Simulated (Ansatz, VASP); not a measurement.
**Pd in VASP and in Ansatz**

```xyz
1
Lattice="2.7131 0.0000 0.0000 0.0000 2.7131 0.0000 0.0000 0.0000 2.7131" Properties=species:S:1:pos:R:3 pbc="T T T"
Pd    0.0000    0.0000    0.0000
```

Alike in both runs: task single point; functional RPBE; k mesh 13 × 13 × 13; occupations fermi-dirac, width 0.1 eV; no spin polarisation.

|  | VASP | Ansatz |
| --- | --- | --- |
| version | VASP 6.6.1 | Ansatz 0.2.0 |
| potentials or method | VASP PAW PBE potentials, release 64 (Pd), cutoff 520 eV | plane waves (420 eV) with PAW, scalar-relativistic |
| valence electrons in the cell | 10 | 18 |

```tsv
	VASP	Ansatz	Ansatz less VASP
pressure (GPa)	-6.7	-6.5	+0.14
```

VASP's potentials were made for PBE, not for RPBE. VASP's potentials hold 10 valence electrons a cell and Ansatz's 18, so a difference there can come from the potentials and not from the codes.
